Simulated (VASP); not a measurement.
Here is a VASP 6.6.1 calculation.

The input INCAR:

```
SYSTEM = Si
PREC = Accurate ; ENCUT = 520
EDIFF = 1E-7 ; ISMEAR = 0
SIGMA = 0.1 ; LREAL = .False.
LASPH = .True. ; NELM = 80
ALGO = Normal ; ISIF = 2
LWAVE = .False. ; LCHARG = .False.
LDIPOL = .True. ; IDIPOL = 3
DIPOL = 0.5 0.5 0.500 ; GGA = PE
NBANDS = 11
```

Contents of KPOINTS:

```
Automatic mesh
0
Gamma
  15 15 1
  0 0 0
```

POSCAR

```
Si
1.0
    4.0610000000      0.0000000000      0.0000000000
   -2.0305000000      3.5169291648      0.0000000000
    0.0000000000      0.0000000000     28.0000000000
Si
2
Direct
    0.3333333333      0.6666666667      0.5051071429
    0.6666666667      0.3333333333      0.4948928571
```

Potentials or basis: VASP PAW PBE potentials, release 64 (Si).

Launch:

```console
$ cat potpaw_PBE.64/Si/POTCAR > POTCAR
$ mpirun -np 1 vasp_std > vasp.out
```

Task: Predict the largest force.

Result: 0.027 eV/Å.

Task: Predict the band gap on the k mesh.

Result: Zero (filled and empty bands touch).

Forces in eV/Å, atoms in the order of the input:
```
Si   0.000  0.000  0.027
Si   0.000  0.000 -0.027
```
